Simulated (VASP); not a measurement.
# ZnS: single point with PBE

Crystal: ZnS.

```xyz
4
Lattice="0.0000 -2.7231 -2.7219 -2.7228 0.0001 -2.7220 2.7212 2.7217 -5.4425" Properties=species:S:1:pos:R:3 pbc="T T T"
Zn   -0.0006   -0.0005   -2.7216
Zn   -0.0011   -0.0011   -8.1645
S    -1.3616   -1.3615   -4.0831
S     1.3606    1.3609   -4.0821
```

```yaml
Program: VASP 6.6.1
Task: single point
Functional: PBE
Potentials_or_basis: VASP PAW PBE potentials, release 64 (Zn, S)
Cutoff: 520 eV
k_mesh: 6 × 6 × 6
Occupations: gaussian, width 0.1 eV
Spin: no spin polarisation
Dipole_correction: no
Further_INCAR_settings: ALGO = Normal; EDIFF = 1e-06; NBANDS = 26
```

```json
{"Pressure": "0.1 GPa", "Band gap on the k mesh": "2.02 eV"}
```

Levels at points of the mesh, in eV from the valence-band top:
| k point | band 14 | band 15 | band 16 | band 17 | band 18 | band 19 | band 20 | band 21 | band 22 | band 23 |
| --- | --- | --- | --- | --- | --- | --- | --- | --- | --- | --- |
| (0.00, 0.00, 0.00) | -0.84 | -0.84 | 0.00 | 0.00 | 0.00 | 2.01 | 3.26 | 6.41 | 6.41 | 6.41 |
| (0.50, 0.00, 0.00) | -4.38 | -2.32 | -2.32 | -1.54 | -1.54 | 4.32 | 4.32 | 5.94 | 5.94 | 8.11 |
| (0.00, 0.50, 0.00) | -4.38 | -2.32 | -2.32 | -1.54 | -1.54 | 4.32 | 4.32 | 5.94 | 5.94 | 8.11 |
| (0.50, 0.50, 0.00) | -4.47 | -2.14 | -2.14 | -0.84 | -0.83 | 3.26 | 3.45 | 4.07 | 6.93 | 6.94 |
| (0.00, 0.00, 0.50) | -2.78 | -0.45 | -0.45 | -0.45 | -0.45 | 3.40 | 3.40 | 6.89 | 6.89 | 7.02 |
| (0.50, 0.00, 0.50) | -4.47 | -2.14 | -2.14 | -0.84 | -0.83 | 3.26 | 3.46 | 4.07 | 6.94 | 6.94 |
| (0.00, 0.50, 0.50) | -4.47 | -2.14 | -2.14 | -0.84 | -0.83 | 3.27 | 3.46 | 4.07 | 6.94 | 6.94 |
| (0.50, 0.50, 0.50) | -4.38 | -2.32 | -2.32 | -1.54 | -1.54 | 4.32 | 4.32 | 5.94 | 5.94 | 8.11 |

Run time: 3.2 min on 1 thread of Intel(R) Xeon(R) Platinum 8259CL CPU @ 2.50GHz (Skylake/Cascade Lake) (shared host), peak memory 0.32 GiB.

A k mesh can miss the band edges.
